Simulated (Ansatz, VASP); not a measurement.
## Two plane-wave programs on NaF

```
Na F
1.0
     0.00000    2.32330    2.32330
     2.32330    0.00000    2.32330
     2.32330    2.32330    0.00000
Na F
1 1
Cartesian
  0.0000 0.0000 0.0000
  2.3233 2.3233 2.2233
```

Change from the starting cell: all F atoms moved -0.100 Å, as atom 2 along Cartesian [0 0 1].

Alike in both runs: task single point; functional PBEsol; k mesh 8 × 8 × 8; occupations gaussian, width 0.05 eV; no spin polarisation.

|  | VASP | Ansatz |
| --- | --- | --- |
| version | VASP 6.6.1 | Ansatz 0.2.0 |
| potentials or method | VASP PAW PBE potentials, release 64 (Na_pv, F), cutoff 520 eV | scalar-relativistic, plane waves, PAW |
| valence electrons in the cell | 14 | 16 |

|  | VASP | Ansatz | Ansatz less VASP |
| --- | --- | --- | --- |
| gap on the k mesh at the Fermi level (eV) | 6.12 | 6.14 | +0.021 |
| least direct gap on the mesh (eV) | 6.12 | 6.14 | +0.021 |
| pressure (GPa) | -0.3 | -0.2 | +0.09 |
| traceless stress, the component that is largest in VASP (GPa) | 0.74 | 0.71 | -0.034 |
| rms of the force components (eV/Å) | 0.133 | 0.128 | -0.0057 |

VASP's potentials were made for PBE, not for PBEsol. Atom by atom the forces differ by 0.006 eV/Å (rms over components). VASP's potentials hold 14 valence electrons a cell and Ansatz's 16, so a difference there can come from the potentials and not from the codes.
